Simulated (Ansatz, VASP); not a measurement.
**One calculation of AgCl, two programs**

```
Ag Cl
1.0
     0.00000    2.77315    2.68996
     2.77315    0.00000    2.68996
     2.77315    2.77315    0.00000
Ag Cl
1 1
Direct
  0.50000 0.50000 0.50000
  0.00000 0.00000 0.00000
```

Change from the starting cell: zz strain of -3 %.

Alike in both runs: task single point; functional PBE; k mesh 8 × 8 × 8; occupations fermi-dirac, width 0.02 eV; no spin polarisation.

```csv
,VASP,Ansatz
version,VASP 6.6.1,Ansatz 0.2.0
potentials or method,"VASP PAW PBE potentials, release 64 (Ag, Cl), cutoff 520 eV","all-electron LAPW, scalar-relativistic"
```

Ansatz gave:

```
gap on the k mesh at the Fermi level (eV)                     : 0.82
pressure (GPa)                                                : 3.4
traceless stress, the component that is largest in VASP (GPa) : 0.73
```

Question: Which values does VASP return?

Answer: gap on the k mesh at the Fermi level (eV): 0.81; pressure (GPa): 3.2; traceless stress, the component that is largest in VASP (GPa): 0.71.

Ansatz ran all-electron here, and VASP with PAW potentials.
